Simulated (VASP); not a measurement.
Crystal: AlN.

```
Al N
1.0
     3.10669    0.00000    0.00000
    -1.55335    2.69048    0.00000
     0.00000    0.00000    4.97859
Al N
2 2
Direct
  0.33333 0.66667 0.99670
  0.66667 0.33333 0.49670
  0.33333 0.66667 0.37830
  0.66667 0.33333 0.87830
```

Base run:

* Program: VASP 6.6.1
* Functional: PBE
* Potentials or basis: VASP PAW PBE potentials, release 64 (Al, N)
* Cutoff: 520 eV
* k mesh: 12 × 12 × 6
* Occupations: gaussian, width 0.01 eV
* Spin: no spin polarisation

Its results: band gap on the k mesh 4.24 eV, direct; pressure 4.4 GPa.

**Question.** The run is repeated on the same cell with these changes: functional from PBE to r2SCAN; further incar settings from ALGO = Normal; EDIFF = 1e-06; NBANDS = 16 to ALGO = Normal; EDIFF = 1e-07; NBANDS = 16. What comes out?

**Answer.** Band gap on the k mesh 4.92 eV, direct; pressure -0.4 GPa.

Caveats: the PAW data sets were made with another functional, which shifts forces and pressure a little (some runs).

A k mesh can miss the band edges.
